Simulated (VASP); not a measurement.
Here is a VASP 6.6.1 calculation.

INCAR

```
PREC = Accurate
ENCUT = 520
EDIFF = 1E-6
ISMEAR = 0
SIGMA = 0.15
LREAL = False
LASPH = True
NELM = 60
ALGO = Fast
ISIF = 2
LWAVE = False
LCHARG = True
GGA = PS
LELF = True
LVHAR = True
NBANDS = 21
```

The input KPOINTS:

```
Automatic mesh
0
Gamma
  16 16 16
```

Contents of POSCAR:

```
W
1.0
    0.0000000000     -3.1946000000      0.0000000000
   -3.1946000000      0.0000000000      0.0000000000
    0.0000000000      0.0000000000     -3.1946000000
W
2
Direct
    0.5000000000      0.5000000000      0.5000000000
    0.0000000000      0.0000000000      0.0000000000
```

Potentials or basis: VASP PAW PBE potentials, release 64 (W_sv).

Run with:

```console
$ cat potpaw_PBE.64/W_sv/POTCAR > POTCAR
$ mpirun -np 1 vasp_std > vasp.out
```

(1) Predict the pressure.

(2) What does it give for the band gap on the k mesh?

## Answers

(1) -10.9 GPa.

(2) zero (band 14 reaches 11.48 eV, above the bottom of band 15 at 10.36 eV).

Caveat: the PAW data sets were made with another functional, which shifts forces and pressure a little; spin-orbit coupling is left out, which moves the levels of the heavy elements.
